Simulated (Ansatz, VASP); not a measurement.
One calculation of CdTe, two programs

Contents of INCAR:

```
PREC = Accurate
ENCUT = 520
EDIFF = 1E-7
ISMEAR = -1
SIGMA = 0.05
LREAL = F
LASPH = T
NELM = 60
ALGO = Normal
ISIF = 2
LWAVE = F
LCHARG = F
GGA = PE
NBANDS = 26
```

The input KPOINTS:

```
Automatic mesh
0
Gamma
  9 9 6
```

The input POSCAR:

```
CdTe
1.0
    3.0238630702     -3.0527848324      0.0000000000
    3.0238630702      3.0527848324      0.0000000000
    0.0000000000      0.0000000000      6.0083358012
Cd Te
2 2
Direct
    0.2770300000      0.7229700000      0.7500000000
    0.7229700000      0.2770300000      0.2500000000
    0.7661370000      0.2338630000      0.7500000000
    0.2338630000      0.7661370000      0.2500000000
```

Input for Ansatz:

```yaml
crystal:
  lattice:
    - [3.0238630702, -3.0527848324, 0.0]
    - [3.0238630702, 3.0527848324, 0.0]
    - [0.0, 0.0, 6.0083358012]
  atoms:
    - { symbol: Cd, position: [0.27703, 0.72297, 0.75] }
    - { symbol: Cd, position: [0.72297, 0.27703, 0.25] }
    - { symbol: Te, position: [0.766137, 0.233863, 0.75] }
    - { symbol: Te, position: [0.233863, 0.766137, 0.25] }
kpoints:
  mp_grid: { grid: [9, 9, 6] }
  band_path:
    path:
      - [0.0, 0.0, 0.0]
      - [-0.5, 0.5, 0.0]
      - [-0.4952854913, 0.5047145087, 0.0]
      - [0.4952854913, 0.4952854913, 0.0]
      - [0.0, 0.0, 0.0]
      - [0.0, 0.0, 0.5]
      - [0.4952854913, 0.4952854913, 0.5]
      - [-0.4952854913, 0.5047145087, 0.5]
      - [-0.5, 0.5, 0.5]
    npoints: 5
scf:
  occupations: { method: fermi_dirac, width: 0.05 }
hamiltonian:
  xc: pbe
  pseudopotentials: { kind: all_electron, lapw: { basis_error: 0.001 } }
output:
  forces: true
  stress: true
  eigenvalues: true
```

Change from the starting cell: volume scaled by 0.96.

Alike in both runs: task single point; functional PBE; k mesh 9 × 9 × 6; occupations fermi-dirac, width 0.05 eV; no spin polarisation.

|  | VASP | Ansatz |
| --- | --- | --- |
| version | VASP 6.6.1 | Ansatz 0.2.0 |
| potentials or method | VASP PAW PBE potentials, release 64 (Cd, Te), cutoff 520 eV | all-electron LAPW, scalar-relativistic |

|  | VASP | Ansatz | Ansatz less VASP |
| --- | --- | --- | --- |
| pressure (GPa) | 2.0 | 1.8 | -0.17 |
| traceless stress, the component that is largest in VASP (GPa) | 0.34 | 0.34 | -0.008 |
| rms of the force components (eV/Å) | 0.027 | 0.025 | -0.0014 |

Atom by atom the forces differ by 0.003 eV/Å (rms over components). Ansatz ran all-electron here, and VASP with PAW potentials.

Spin-orbit coupling is off throughout.
